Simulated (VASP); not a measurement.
# Li16S7 (a cell with a defect) in VASP: electric field gradients with PBE

Aim: the electric field gradients of Li16S7 (a cell with a defect) with PBE.

Program: VASP 6.6.1. These are calculated values, not measurements. Logs are shortened: lines on timing, memory, paths and dates and some standing lists are left out, and cuts for length are marked.

## (1) The cell of the first run

The cell holds a defect, 23 atoms: a = 8.019 Å, b = 8.019 Å, c = 8.019 Å, α = 60.00°, β = 60.00°, γ = 60.00°.

## (2) Electric field gradients, PBE (atoms taken out)

Input file INCAR:

```
SYSTEM = Li16S7
PREC = Accurate
ENCUT = 650
EDIFF = 1E-8
ISMEAR = -1
SIGMA = 0.01
LREAL = .FALSE.
LASPH = .TRUE.
NELM = 120
ALGO = Normal
ISIF = 2
LWAVE = .FALSE.
LCHARG = .FALSE.
GGA = PE
LEFG = .TRUE.
NELECT = 88.0
NBANDS = 62
GGA_COMPAT = .FALSE.
```

Input file KPOINTS:

```
regular mesh
0
G
  3 3 3
  0 0 0
```

Input file POSCAR:

```
Li16S7
1.0
    0.0000000000      5.6703356858      5.6703356858
    5.6703356858      0.0000000000      5.6703356858
    5.6703356858      5.6703356858      0.0000000000
Li S
16 7
Direct
    0.3750000000      0.3750000000      0.3750000000
    0.3750000000      0.3750000000      0.8750000000
    0.3750000000      0.8750000000      0.3750000000
    0.3750000000      0.8750000000      0.8750000000
    0.8750000000      0.3750000000      0.3750000000
    0.8750000000      0.3750000000      0.8750000000
    0.8750000000      0.8750000000      0.3750000000
    0.8750000000      0.8750000000      0.8750000000
    0.1250000000      0.1250000000      0.1250000000
    0.1250000000      0.1250000000      0.6250000000
    0.1250000000      0.6250000000      0.1250000000
    0.1250000000      0.6250000000      0.6250000000
    0.6250000000      0.1250000000      0.1250000000
    0.6250000000      0.1250000000      0.6250000000
    0.6250000000      0.6250000000      0.1250000000
    0.6250000000      0.6250000000      0.6250000000
    0.0000000000      0.0000000000      0.5000000000
    0.0000000000      0.5000000000      0.0000000000
    0.0000000000      0.5000000000      0.5000000000
    0.5000000000      0.0000000000      0.0000000000
    0.5000000000      0.0000000000      0.5000000000
    0.5000000000      0.5000000000      0.0000000000
    0.5000000000      0.5000000000      0.5000000000
```

Potentials or basis: VASP PAW PBE potentials, release 64 (Li_sv, S).

Launch:

```
> cat potpaw_PBE.64/Li_sv/POTCAR potpaw_PBE.64/S/POTCAR > POTCAR
> mpirun -np 1 vasp_std > vasp.out
```

OUTCAR:

```text
SYSTEM = Li16S7
   PREC = Accurate
   ENCUT = 650
   EDIFF = 1E-8
   ISMEAR = -1
   LREAL = .FALSE.
   LASPH = .TRUE.
   NELM = 120
   ISIF = 2
   GGA = PE
   NELECT = 88.0

 ion  position               nearest neighbor table
   1  0.375  0.375  0.375-  22 2.46  23 2.46  19 2.46  21 2.46
   2  0.375  0.375  0.875-  22 2.46  23 2.46  18 2.46  20 2.46
   3  0.375  0.875  0.375-  20 2.46  21 2.46  17 2.46  23 2.46
   4  0.375  0.875  0.875-  20 2.46  21 2.46  22 2.46
   5  0.875  0.375  0.375-  18 2.46  19 2.46  17 2.46  23 2.46
   6  0.875  0.375  0.875-  18 2.46  19 2.46  22 2.46
   7  0.875  0.875  0.375-  17 2.46  19 2.46  21 2.46
   8  0.875  0.875  0.875-  17 2.46  18 2.46  20 2.46
   9  0.125  0.125  0.125-  17 2.46  18 2.46  20 2.46
  10  0.125  0.125  0.625-  17 2.46  19 2.46  21 2.46
  11  0.125  0.625  0.125-  18 2.46  19 2.46  22 2.46
  12  0.125  0.625  0.625-  18 2.46  19 2.46  17 2.46  23 2.46
  13  0.625  0.125  0.125-  20 2.46  21 2.46  22 2.46
  14  0.625  0.125  0.625-  20 2.46  21 2.46  17 2.46  23 2.46
  15  0.625  0.625  0.125-  22 2.46  23 2.46  18 2.46  20 2.46
  16  0.625  0.625  0.625-  22 2.46  23 2.46  19 2.46  21 2.46
  17  0.000  0.000  0.500-   7 2.46   8 2.46   9 2.46  10 2.46   3 2.46   5 2.46  12 2.46  14 2.46
[... 9 lines left out ...]
  22  0.500  0.500  0.000-   1 2.46   2 2.46  15 2.46  16 2.46  11 2.46  13 2.46   4 2.46   6 2.46

  23  0.500  0.500  0.500-   1 2.46   2 2.46  15 2.46  16 2.46  12 2.46  14 2.46   3 2.46   5 2.46

  LATTYP: Found a face centered cubic cell.
 ALAT       =    11.3406713716

  Lattice vectors:

 A1 = (   0.0000000000,   5.6703356858,   5.6703356858)
 A2 = (   5.6703356858,   0.0000000000,   5.6703356858)
 A3 = (   5.6703356858,   5.6703356858,   0.0000000000)

Analysis of symmetry for initial positions (statically):
=====================================================================
 Subroutine PRICEL returns:
 Original cell was already a primitive cell.

 Routine SETGRP: Setting up the symmetry group for a
 face centered cubic supercell.

 Subroutine GETGRP returns: Found 48 space group operations
 (whereof 48 operations were pure point group operations)
 out of a pool of 48 trial point group operations.

The static configuration has the point symmetry O_h .

Analysis of symmetry for dynamics (positions and initial velocities):
[... 428 lines left out ...]
  --------------------------------------------------------------------------------------
  -------------------------------------------------------------------------------------
  Total      -10.6550710    -10.6550710    -10.6550710      0.0000000     -0.0000000     -0.0000000
  in kB      -46.8177594    -46.8177594    -46.8177594      0.0000000     -0.0000000     -0.0000000
  external PRESSURE =     -46.8177594 kB  Pullay stress =       0.0000000 kB

 VOLUME and BASIS-vectors are now :
 -----------------------------------------------------------------------------
  energy-cutoff  :      650.00
  volume of cell :      364.63
      direct lattice vectors                 reciprocal lattice vectors
     0.000000000  5.670335686  5.670335686    -0.088178201  0.088178201  0.088178201
     5.670335686  0.000000000  5.670335686     0.088178201 -0.088178201  0.088178201
     5.670335686  5.670335686  0.000000000     0.088178201  0.088178201 -0.088178201

 POSITION                                       TOTAL-FORCE (eV/Angst)
 -----------------------------------------------------------------------------------
      4.25275      4.25275      4.25275         0.098674      0.098674      0.098674
      7.08792      7.08792      4.25275        -0.098674     -0.098674      0.098674
      7.08792      4.25275      7.08792        -0.098674      0.098674     -0.098674
      9.92309      7.08792      7.08792        -0.699392      0.699392      0.699392
      4.25275      7.08792      7.08792         0.098674     -0.098674     -0.098674
      7.08792      9.92309      7.08792         0.699392     -0.699392      0.699392
[... 15 lines left out ...]
      2.83517      2.83517      5.67034         0.000000      0.000000     -0.000000
      5.67034      5.67034      5.67034        -0.000000      0.000000     -0.000000
 -----------------------------------------------------------------------------------
    total drift:                                0.000000      0.000000      0.000000

  FREE ENERGIE OF THE ION-ELECTRON SYSTEM (eV)
  ---------------------------------------------------
  free  energy   TOTEN  =       -91.9272519274 eV

  energy  without entropy=      -91.9258367996  energy(sigma->0) =      -91.92654436

 Electric field gradients (V/A^2)
---------------------------------------------------------------------
 ion       V_xx      V_yy      V_zz      V_xy      V_xz      V_yz
---------------------------------------------------------------------
   1       0.000     0.000     0.000    -0.142    -0.142    -0.142
   2       0.000     0.000    -0.000    -0.142     0.140     0.140
   3       0.000    -0.000     0.000     0.140    -0.142     0.140
   4       0.000    -0.000    -0.000    -1.078    -1.078     1.076
   5      -0.000     0.000     0.000     0.140     0.140    -0.142
   6      -0.000     0.000    -0.000    -1.078     1.076    -1.078
[... 15 lines left out ...]
  22      14.204    14.204   -28.409   -42.464    -0.000    -0.000
  23       0.000    -0.000    -0.000    -0.000    -0.000    -0.000
---------------------------------------------------------------------

 Electric field gradients after diagonalization (V/A^2)
 (convention: |V_zz| > |V_xx| > |V_yy|)
----------------------------------------------------------------------
 ion       V_xx      V_yy      V_zz     asymmetry (V_yy - V_xx)/ V_zz
----------------------------------------------------------------------
   1       0.142     0.142    -0.284       0.000
   2       0.142     0.139    -0.281       0.009
   3       0.142     0.139    -0.281       0.009
   4      -1.079    -1.076     2.155       0.001
   5       0.142     0.139    -0.281       0.009
   6      -1.079    -1.076     2.155       0.001
[... 15 lines left out ...]
  22     -28.409   -28.260    56.668       0.003
  23       0.000     0.000    -0.000       0.000
----------------------------------------------------------------------

           NMR quadrupolar parameters

 Cq : quadrupolar parameter    Cq=e*Q*V_zz/h
 eta: asymmetry parameters     (V_yy - V_xx)/ V_zz
 Q  : nuclear electric quadrupole moment in mb (millibarn)
----------------------------------------------------------------------
 ion       Cq(MHz)       eta       Q (mb)
----------------------------------------------------------------------
   1      -0.001       0.000       1.000
   2      -0.001       0.009       1.000
   3      -0.001       0.009       1.000
   4       0.005       0.001       1.000
   5      -0.001       0.009       1.000
   6       0.005       0.001       1.000
[... 15 lines left out ...]
  22       0.137       0.003       1.000
  23      -0.000       0.000       1.000
----------------------------------------------------------------------
```

OSZICAR:

```text
N       E                     dE             d eps       ncg     rms          rms(c)
DAV:   1     0.764566543197E+03    0.76457E+03   -0.40034E+04   496   0.168E+03
DAV:   2     0.383966364157E+02   -0.72617E+03   -0.67313E+03   560   0.423E+02
DAV:   3    -0.743936098846E+02   -0.11279E+03   -0.11191E+03   714   0.126E+02
[... 16 lines left out ...]
DAV:  20    -0.919272521630E+02    0.23203E-06   -0.36191E-07   752   0.175E-03    0.325E-03
DAV:  21    -0.919272519742E+02    0.18883E-06   -0.90314E-08   568   0.865E-04    0.754E-04
DAV:  22    -0.919272518971E+02    0.77104E-07   -0.13091E-08   448   0.447E-04    0.381E-04
DAV:  23    -0.919272519322E+02   -0.35162E-07   -0.47879E-09   416   0.266E-04    0.355E-04
DAV:  24    -0.919272519274E+02    0.48340E-08   -0.21150E-09   416   0.173E-04
   1 F= -.91927252E+02 E0= -.91926544E+02  d E =-.141513E-02
```

Wall time 7.1 min (1 thread of Intel Xeon Platinum 8259CL at 2.50GHz (Skylake/Cascade Lake), shared host); peak memory 0.72 GiB.

What came out:

```
Free energy                             : -91.9273 eV
Largest force                           : 1.211 eV/Å
Largest electric field gradient by atom : Li -0.3, +2.2 (each value once); S +56.7, +0.0 (each value once) V/Å²
```

Forces on the atoms (eV/Å):
```
Li   0.099  0.099  0.099
Li  -0.099 -0.099  0.099
Li  -0.099  0.099 -0.099
Li  -0.699  0.699  0.699
Li   0.099 -0.099 -0.099
Li   0.699 -0.699  0.699
Li   0.699  0.699 -0.699
Li  -0.699 -0.699 -0.699
Li   0.699  0.699  0.699
Li  -0.699 -0.699  0.699
Li  -0.699  0.699 -0.699
Li  -0.099  0.099  0.099
Li   0.699 -0.699 -0.699
Li   0.099 -0.099  0.099
Li   0.099  0.099 -0.099
Li  -0.099 -0.099 -0.099
S    0.000  0.000  0.000
S    0.000  0.000  0.000
S    0.000  0.000  0.000
S    0.000  0.000  0.000
S    0.000  0.000  0.000
S    0.000  0.000  0.000
S    0.000  0.000  0.000
```

Levels at points of the mesh, in eV from the Fermi level:
| k point | band 40 | band 41 | band 42 | band 43 | band 44 | band 45 | band 46 | band 47 | band 48 | band 49 |
| --- | --- | --- | --- | --- | --- | --- | --- | --- | --- | --- |
| (0.00, 0.00, 0.00) | -0.62 | -0.62 | -0.29 | -0.01 | -0.01 | -0.01 | 3.26 | 3.26 | 3.82 | 4.61 |

Electric field gradients, principal values (V/Å²):
```tsv
atom	least	middle	greatest (by size)
1 Li	0.142	0.142	-0.284
2 Li	0.139	0.142	-0.281
3 Li	0.139	0.142	-0.281
4 Li	-1.076	-1.079	2.155
5 Li	0.139	0.142	-0.281
6 Li	-1.076	-1.079	2.155
7 Li	-1.076	-1.079	2.155
8 Li	-1.076	-1.076	2.152
9 Li	-1.076	-1.076	2.152
10 Li	-1.076	-1.079	2.155
11 Li	-1.076	-1.079	2.155
12 Li	0.139	0.142	-0.281
13 Li	-1.076	-1.079	2.155
14 Li	0.139	0.142	-0.281
15 Li	0.139	0.142	-0.281
16 Li	0.142	0.142	-0.284
17 S	-28.259	-28.409	56.668
18 S	-28.259	-28.409	56.668
19 S	-28.260	-28.409	56.668
20 S	-28.259	-28.409	56.668
21 S	-28.260	-28.409	56.668
22 S	-28.260	-28.409	56.668
23 S	0.000	0.000	0.000
```

Caveat: the cell carries a net charge on a neutralising background, which shifts energy and pressure; the cell differs from its parent crystal (atoms taken out); the cell is charged against a uniform background, so pressure and absolute levels hang on convention; without QUAD_EFG the Cq values of the log hold for a quadrupole moment of 1 mb, not for the nuclei.
